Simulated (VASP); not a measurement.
Set up this calculation in VASP 6.6.1, as the native input.

| Quantity | Value |
| --- | --- |
| Task | single point |
| Functional | PBE |
| Potentials or basis | VASP PAW PBE potentials, release 64 (Pb_d) |
| Cutoff | 520 eV |
| k mesh | 18 × 18 × 18 |
| Occupations | gaussian, width 0.15 eV |
| Spin | no spin polarisation |
| Dipole correction | no |
| Further INCAR settings | ALGO = Fast; EDIFF = 1e-07; NBANDS = 13 |

The structure of Pb lies in POSCAR:

```
Pb
1.0
    0.0000000000      2.2629797558      2.9418736826
    2.2629797558      0.0000000000      2.9418736826
    2.2629797558      2.2629797558      0.0000000000
Pb
1
Direct
    0.0000000000      0.0000000000      0.0000000000
```

This cell differs from its parent crystal: ratio of the length along z to the lengths across it x 1.3, volume and fractional coordinates fixed.

One way to write it, as run:

INCAR

```
SYSTEM = Pb
  PREC = Accurate
  ENCUT = 520
  EDIFF = 1E-7
  ISMEAR = 0
  SIGMA = 0.15
  LREAL = .False.
  LASPH = .True.
  NELM = 60
  ALGO = Fast
  ISIF = 2
  LWAVE = .False.
  LCHARG = .False.
  GGA = PE
  NBANDS = 13
```

KPOINTS

```
Automatic mesh
0
Gamma
  18 18 18
  0 0 0
```

Potentials or basis: VASP PAW PBE potentials, release 64 (Pb_d).

Run with:

```console
$ cat potpaw_PBE.64/Pb_d/POTCAR > POTCAR
$ mpirun -np 1 vasp_std > vasp.out
```

It gave:

```yaml
Pressure: 3.8 GPa
Band_gap_on_the_k_mesh: zero (band 7 reaches 13.45 eV, above the bottom of band 8 at 5.05 eV)
```

Caveat: spin-orbit coupling is left out, which moves the levels of the heavy elements.

Run time: 100 s on 1 thread of Intel Xeon 6975P-C (shared host), peak memory 0.29 GiB.
